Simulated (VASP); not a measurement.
# Se (P6/mmm) in VASP: a series of runs

Se is run at these levels: PBE; tasks: relaxation of cell and atoms, single point.

Program: VASP 6.6.1. These are calculated values, not measurements. Logs are shortened: lines on timing, memory, paths and dates and some standing lists are left out, and cuts for length are marked.

## Step 1: The cell of the first run

It takes space group P6/mmm (No. 191, hexagonal). The conventional cell has a = 3.867 Å, b = 3.867 Å, c = 2.397 Å, α = 90.00°, β = 90.00°, γ = 120.00°. Within 3.2 Å of Se (site symmetry 6/mmm) lie 14 Se at 2.40 to 2.53 Å. Se (site symmetry -6m2) has 11 Se at 2.23 to 2.53 Å within 3.0 Å.

## Step 2: Relaxation of cell and atoms, PBE, target pressure 220 GPa, at which the enthalpy is minimised

The input, INCAR:

```
SYSTEM = Se
PREC     = Accurate       ! precision mode
ENCUT    = 600            ! plane-wave cutoff, eV
EDIFF    = 1E-6           ! SCF threshold, eV
ISMEAR   = -1             ! smearing method
SIGMA    = 0.1            ! smearing width, eV
LREAL    = .False.        ! projectors in reciprocal space
LASPH    = .True.         ! aspherical terms in the spheres
NELM     = 60             ! most SCF steps
ALGO     = Normal         ! electronic algorithm
ISIF     = 3              ! what is computed and relaxed
LWAVE    = .False.        ! write WAVECAR
LCHARG   = .False.        ! write CHGCAR
GGA      = PE             ! functional
IBRION   = 2              ! ionic algorithm
NSW      = 60             ! ionic steps
EDIFFG   = -0.005         ! ionic threshold
PSTRESS  = 2200.0
```

The input, KPOINTS:

```
regular mesh
0
Gamma
  9 9 13
  0 0 0
```

The input, POSCAR:

```
Se
1.0
    3.8666602624      0.0000000000      0.0000000000
   -1.9333301312      3.3486260151      0.0000000000
    0.0000000000      0.0000000000      2.3973293627
Se
3
Direct
    0.0000000000      0.0000000000      0.0000000000
    0.3333333333      0.6666666667      0.5000000000
    0.6666666667      0.3333333333      0.5000000000
```

Potentials or basis: VASP PAW PBE potentials, release 64 (Se).

On the command line:

```sh
cat potpaw_PBE.64/Se/POTCAR > POTCAR
mpirun -np 1 vasp_std > vasp.out
```

OUTCAR:

```text
SYSTEM = Se
   PREC = Accurate
   ENCUT = 600
   EDIFF = 1E-6
   ISMEAR = -1
   LREAL = .False.
   LASPH = .True.
   NELM = 60
   ISIF = 3
   GGA = PE
   IBRION = 2
   NSW = 60
   EDIFFG = -0.005
   PSTRESS = 2200.0

 ion  position               nearest neighbor table
   1  0.000  0.000  0.000-   2 2.53   3 2.53   2 2.53   3 2.53   3 2.53   3 2.53   2 2.53   2 2.53
                             3 2.53   3 2.53   2 2.53   2 2.53
   2  0.333  0.667  0.500-   3 2.23   3 2.23   3 2.23   1 2.53   1 2.53   1 2.53   1 2.53   1 2.53
                             1 2.53
   3  0.667  0.333  0.500-   2 2.23   2 2.23   2 2.23   1 2.53   1 2.53   1 2.53   1 2.53   1 2.53
                             1 2.53

  LATTYP: Found a hexagonal cell.
 ALAT       =     3.8666602624
 C/A-ratio  =     0.6200000000

  Lattice vectors:

 A1 = (   3.8666602624,   0.0000000000,   0.0000000000)
 A2 = (  -1.9333301312,   3.3486260151,   0.0000000000)
 A3 = (   0.0000000000,   0.0000000000,   2.3973293627)

Analysis of symmetry for initial positions (statically):
=====================================================================
 Subroutine PRICEL returns:
 Original cell was already a primitive cell.

 Routine SETGRP: Setting up the symmetry group for a
 hexagonal supercell.

 Subroutine GETGRP returns: Found 24 space group operations
 (whereof 24 operations were pure point group operations)
 out of a pool of 24 trial point group operations.

The static configuration has the point symmetry D_6h.

Analysis of symmetry for dynamics (positions and initial velocities):
=====================================================================
 Subroutine PRICEL returns:
 Original cell was already a primitive cell.

 Routine SETGRP: Setting up the symmetry group for a
 hexagonal supercell.

 Subroutine GETGRP returns: Found 24 space group operations
 (whereof 24 operations were pure point group operations)
 out of a pool of 24 trial point group operations.

The dynamic configuration has the point symmetry D_6h.

 Subroutine INISYM returns: Found 24 space group operations
 (whereof 24 operations are pure point group operations),
 and found     1 'primitive' translations

----------------------------------------------------------------------------------------

                                     Primitive cell

  volume of cell :      31.0406

  direct lattice vectors                    reciprocal lattice vectors
     3.866660262  0.000000000  0.000000000     0.258621118  0.149314972  0.000000000
    -1.933330131  3.348626015  0.000000000     0.000000000  0.298629944  0.000000000
[... 119 lines left out ...]
 non-spin polarized calculation
  energy-cutoff  :      600.00
  volume of cell :       31.04
 maximum number of plane-waves:      1072
 NGX is ok and might be reduce to    32
   NGX = 15   NGY = 15   NGZ =  9

--------------------------------------- Ionic step        1  -------------------------------------------

 number of electron      18.0000000 magnetization

 Free energy of the ion-electron system (eV)
  ---------------------------------------------------
  ext. energy  EPLUGINS =         0.00000000
  ---------------------------------------------------
  free energy    TOTEN  =         3.17053102 eV

  energy without entropy =        3.20874496  energy(sigma->0) =        3.18963799

------------------------ aborting loop because EDIFF is reached ----------------------------------------

  FORCE on cell =-STRESS in cart. coord.  units (eV):
  Direction    XX          YY          ZZ          XY          YZ          ZX
  --------------------------------------------------------------------------------------
  -------------------------------------------------------------------------------------
  Total       45.1090927     45.1090927     41.7533528      0.0000000      0.0000000      0.0000000
  in kB     2328.3287878   2328.3287879   2155.1205652      0.0000000      0.0000000      0.0000000
  external PRESSURE =      70.5927137 kB  Pullay stress =    2200.0000000 kB
[... 100 lines left out ...]
  energy  without entropy=        2.4277822695  energy(sigma->0) =        2.40748020

  enthalpy is  TOTEN    =        45.7690818860 eV   P V=       43.3819037600

[... ionic steps 4 to 7 ...]

--------------------------------------- Ionic step        8  -------------------------------------------

 number of electron      18.0000000 magnetization

------------------------ aborting loop because EDIFF is reached ----------------------------------------
[... 73 lines left out ...]
--------------------------------------- Ionic step       10  -------------------------------------------

 number of electron      18.0000000 magnetization

 Free energy of the ion-electron system (eV)
  ---------------------------------------------------
  ext. energy  EPLUGINS =         0.00000000
  ---------------------------------------------------
  free energy    TOTEN  =         2.80384760 eV

  energy without entropy =        2.84752679  energy(sigma->0) =        2.82568720

 E-fermi :  16.6864     XC(G=0): -13.8747

 val. band max:       16.6828950301   @ k =   0.3333   0.2222   0.1538
 cond. band min:      16.6955734450   @ k =   0.4444   0.1111   0.3077
 fundamental gap:      0.0126784149
 Fermi energy:        16.6864078597

 k-point     1 :       0.0000    0.0000    0.0000
  band No.  band energies     occupation
      1      -8.5370      2.00000
      2       2.4509      2.00000
      3       2.4908      2.00000
      4       5.3539      2.00000
      5       5.3539      2.00000
      6       5.8872      2.00000
      7       5.8872      2.00000
      8      17.1933      0.01251
      9      22.2330      0.00000
     10      24.6052      0.00000
     11      24.6052      0.00000
     12      25.6289      0.00000
     13      25.8969      0.00000
[... 354 lines left out ...]
  band No.  band energies     occupation
      1      -4.1972      2.00000
      2      -4.1972      2.00000
      3      -3.8300      2.00000
      4       8.5561      2.00000
      5       9.1333      2.00000
      6       9.1333      2.00000
      7      17.8530      0.00002
      8      17.8530      0.00002
      9      19.3711      0.00000
     10      19.5619      0.00000
     11      20.2077      0.00000
     12      20.2077      0.00000
     13      24.6698      0.00000

 [... further k-points ...]

------------------------ aborting loop because EDIFF is reached ----------------------------------------

  FORCE on cell =-STRESS in cart. coord.  units (eV):
  Direction    XX          YY          ZZ          XY          YZ          ZX
  --------------------------------------------------------------------------------------
  -------------------------------------------------------------------------------------
  Total       42.9338832     42.9338832     42.9350267     -0.0000000      0.0000000      0.0000000
  in kB     2200.2955702   2200.2955705   2200.3541720     -0.0000000      0.0000000      0.0000000
  external PRESSURE =       0.3151042 kB  Pullay stress =    2200.0000000 kB
[... 22 lines left out ...]
  energy  without entropy=        2.8475267929  energy(sigma->0) =        2.82568720

  enthalpy is  TOTEN    =        45.7319633764 eV   P V=       42.9281157741

 reached required accuracy - stopping structural energy minimisation
```

OSZICAR:

```text
N       E                     dE             d eps       ncg     rms          rms(c)
DAV:   1     0.101417882179E+03    0.10142E+03   -0.10078E+04  2184   0.148E+03
DAV:   2     0.736404782523E+01   -0.94054E+02   -0.89322E+02  2905   0.232E+02
DAV:   3     0.306761702020E+01   -0.42964E+01   -0.41200E+01  2773   0.475E+01
DAV:   4     0.303298884857E+01   -0.34628E-01   -0.34525E-01  2459   0.387E+00
[... 70 lines left out ...]
       N       E                     dE             d eps       ncg     rms          rms(c)
DAV:   1     0.280383679811E+01   -0.11587E-01   -0.80466E-04  2444   0.210E-01    0.242E-02
DAV:   2     0.280384283188E+01    0.60338E-05   -0.36653E-05  2467   0.482E-02    0.110E-02
DAV:   3     0.280384753402E+01    0.47021E-05   -0.67706E-06  2454   0.197E-02    0.163E-03
DAV:   4     0.280384760238E+01    0.68358E-07   -0.42605E-07  1187   0.505E-03
  10 F= 0.45731963E+02 E0= 0.45753803E+02  d E =-.413367E-04
```

CONTCAR:

```text
Se
   1.00000000000000
     3.9373090937584463    0.0000000000000000   -0.0000000000000000
    -1.9686545468792231    3.4098096980128361   -0.0000000000000000
     0.0000000000000000    0.0000000000000000    2.3286277931229846
  Se
     3
Direct
     0.0000000000000000    0.0000000000000000    0.0000000000000000
     0.3333333332999970    0.6666666667000030    0.5000000000000000
     0.6666666667000030    0.3333333332999970    0.5000000000000000

  0.00000000E+00  0.00000000E+00  0.00000000E+00
  0.00000000E+00  0.00000000E+00  0.00000000E+00
  0.00000000E+00  0.00000000E+00  0.00000000E+00
```

Run time: 65 s. Hardware: 1 thread of Intel Xeon 6975P-C (Granite Rapids), shared host; peak memory 0.18 GiB.

What came out:

* Free energy: 2.8038 eV
* Relaxed volume: 10.42 Å³/atom
* Relaxed cell: a = 3.937 Å, b = 3.937 Å, c = 2.329 Å, α = 90.00°, β = 90.00°, γ = 120.00°
* Space group after relaxing (to 0.05 Å): P6/mmm (No. 191)
* Energy change on relaxing (the enthalpy is what falls): -122.2 meV/atom
* Ionic steps: 10
* Pressure after relaxing: 220.0 GPa
* Band gap on the k mesh: zero (band 9 reaches 24.18 eV, above the bottom of band 10 at 11.70 eV)

Step by step:
```csv
step,energy change (eV),largest force (eV/Å),pressure (GPa),volume (Å³)
1,0.0000,0.0000,227.06,31.04
2,-2.6447,0.0000,178.60,33.10
3,-0.7834,0.0000,212.74,31.59
4,-0.1709,0.0000,223.40,31.14
5,-0.4596,0.0000,218.31,31.33
6,-0.4684,0.0000,218.17,31.34
7,-0.0081,0.0000,226.69,31.01
8,-0.3824,0.0000,219.76,31.27
9,-0.3551,0.0000,220.23,31.25
10,-0.3667,0.0000,220.03,31.26
```

Final structure:
```xyz
3
Lattice="3.9373 0.0000 0.0000 -1.9687 3.4098 0.0000 0.0000 0.0000 2.3286" Properties=species:S:1:pos:R:3 pbc="T T T"
Se    0.0000    0.0000    0.0000
Se    0.0000    2.2732    1.1643
Se    1.9687    1.1366    1.1643
```

Caveat: the cell is relaxed towards a set pressure, so the enthalpy falls and the energy may rise.

## Step 3: Relaxation of cell and atoms, PBE, target pressure 220 GPa, at which the enthalpy is minimised

This run uses another cell than the first one, of 10.38 Å³/atom, 1.003 times its volume.

The input, INCAR:

```
SYSTEM = Se
PREC = Accurate
ENCUT = 600
EDIFF = 1E-7
ISMEAR = -1
SIGMA = 0.1
LREAL = .FALSE.
LASPH = .TRUE.
NELM = 60
ALGO = Normal
ISIF = 3
LWAVE = .FALSE.
LCHARG = .FALSE.
GGA = PE
IBRION = 2
NSW = 32
EDIFFG = -0.005
PSTRESS = 2200.0
```

The input, KPOINTS:

```
regular mesh
0
G
  9 9 13
  0 0 0
```

The input, POSCAR:

```
Se
1.0
    3.9319050385      0.0000000000      0.0000000000
   -1.9659525192      3.4051296486      0.0000000000
    0.0000000000      0.0000000000      2.3253234704
Se
3
Direct
    0.0000000000      0.0000000000      0.0000000000
    0.3333333333      0.6666666667      0.5000000000
    0.6666666667      0.3333333333      0.5000000000
```

Potentials or basis: VASP PAW PBE potentials, release 64 (Se).

On the command line:

```sh
cat potpaw_PBE.64/Se/POTCAR > POTCAR
mpirun -np 1 vasp_std > vasp.out
```

Wall time 28 s (1 thread of Intel Xeon 6975P-C (Granite Rapids), shared host); peak memory 0.17 GiB.

The run converged. Its results:

```
Free energy                                            : 2.8007 eV
Relaxed volume                                         : 10.42 Å³/atom
Relaxed cell                                           : a = 3.937 Å, b = 3.937 Å, c = 2.329 Å, α = 90.00°, β = 90.00°, γ = 120.00°
Space group after relaxing (to 0.05 Å)                 : P6/mmm (No. 191)
Energy change on relaxing (the enthalpy is what falls) : -61.0 meV/atom
Ionic steps                                            : 3
Pressure after relaxing                                : 220.0 GPa
Band gap on the k mesh                                 : zero (band 9 reaches 24.18 eV, above the bottom of band 10 at 11.70 eV)
```

The path:
| step | energy change (eV) | largest force (eV/Å) | pressure (GPa) | volume (Å³) |
| --- | --- | --- | --- | --- |
| 1 | 0.0000 | 0.0000 | 223.31 | 31.13 |
| 2 | -1.2891 | 0.0000 | 199.84 | 32.11 |
| 3 | -0.1830 | 0.0000 | 219.97 | 31.27 |

Final structure:
```
Se
1.0
     3.93750    0.00000    0.00000
    -1.96875    3.40997    0.00000
     0.00000    0.00000    2.32858
Se
3
Direct
  0.00000 0.00000 0.00000
  0.33333 0.66667 0.50000
  0.66667 0.33333 0.50000
```

Levels at points of the mesh, in eV from the Fermi level:
| k point | band 7 | band 8 | band 9 | band 10 | band 11 | band 12 |
| --- | --- | --- | --- | --- | --- | --- |
| (0.00, 0.00, 0.00) | -10.80 | 0.51 | 5.55 | 7.92 | 7.92 | 8.94 |

Caveat: the cell is relaxed towards a set pressure, so the enthalpy falls and the energy may rise.

## Step 4: Single point, PBE

This run uses another cell than the first one, of 10.38 Å³/atom, 1.003 times its volume.

The input, INCAR:

```
SYSTEM = Se
PREC = Accurate ; ENCUT = 520
EDIFF = 1E-7 ; ISMEAR = -1
SIGMA = 0.1 ; LREAL = .False.
LASPH = .True. ; NELM = 80
ALGO = Normal ; ISIF = 2
LWAVE = .False. ; LCHARG = .False.
GGA = PE ; NBANDS = 16
```

The input, KPOINTS:

```
Automatic mesh
0
Gamma
  9 9 13
  0 0 0
```

POSCAR: that of step 3 with these lines changed.

```diff
@@ -4,3 +4,3 @@
    -1.9659525192      3.4051296486      0.0000000000
-    0.0000000000      0.0000000000      2.3253234704
+    0.0000000000      0.0000000000      2.3253234703
 Se
```

On the command line:

```sh
cat potpaw_PBE.64/Se/POTCAR > POTCAR
mpirun -np 1 vasp_std > vasp.out
```

It took 28 s on 1 thread of Intel Xeon 6975P-C (Granite Rapids), shared host; peak memory 0.15 GiB.

Results (log left out):

```yaml
Free_energy: 2.9849 eV
Pressure: 223.3 GPa
Band_gap_on_the_k_mesh: zero (band 9 reaches 24.32 eV, above the bottom of band 10 at 11.76 eV)
```

Levels at points of the mesh, in eV from the Fermi level:
```tsv
k point	band 7	band 8	band 9	band 10	band 11	band 12
(0.00, 0.00, 0.00)	-10.85	0.51	5.55	7.97	7.97	9.00
```

[end of part 1 of 2]
